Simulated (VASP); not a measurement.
## MoS2: single point with PBE

The system is MoS2.

```
CELL_PARAMETERS angstrom
1.60231 0.92509 6.20391
-1.60231 0.92509 6.20391
0.00000 -1.85019 6.20391
ATOMIC_POSITIONS crystal
Mo 0.00000 0.00000 0.00000
S 0.74840 0.74840 0.74840
S 0.58490 0.58490 0.58490
```

This cell differs from its parent crystal: volume scaled by 1.04.

```json
{"Program": "VASP 6.6.1", "Task": "single point", "Functional": "PBE", "Potentials or basis": "VASP PAW PBE potentials, release 64 (Mo_sv, S)", "Cutoff": "520 eV", "k mesh": "10 × 10 × 10", "Occupations": "fermi-dirac, width 0.05 eV", "Spin": "no spin polarisation"}
```

| Property | Result |
| --- | --- |
| Pressure | 2.7 GPa |
| Largest force | 0.574 eV/Å |
| Band gap on the k mesh | 0.81 eV, indirect (least direct gap 1.82 eV) |

Forces in eV/Å, atoms in the order of the input:
```
Mo   0.000  0.000 -0.003
S    0.000  0.000  0.574
S    0.000  0.000 -0.572
```

Stress tensor (GPa, compression positive):
```
0.70 0.00 0.00
0.00 0.70 0.00
0.00 0.00 6.80
```

Levels at points of the mesh, in eV from the valence-band top:
```
           k point  band 10  band 11  band 12  band 13  band 14  band 15  band 16  band 17
(0.00, 0.00, 0.00)    -2.52    -2.52    -1.29    -1.03     1.87     1.87     2.32     2.32
(0.50, 0.00, 0.00)    -4.16    -2.32    -1.89    -1.51     1.35     1.82     3.34     3.42
(0.50, 0.50, 0.00)    -4.10    -2.82    -2.03    -1.37     1.31     1.91     2.93     3.77
(0.50, 0.50, 0.50)    -3.31    -2.49    -2.49     0.00     1.95     1.95     2.21     2.21
```

Wall time 2.7 min on 1 thread of Intel(R) Xeon(R) 6975P-C (Granite Rapids), on a shared host, peak memory 0.38 GiB.

 A k mesh can miss the band edges.
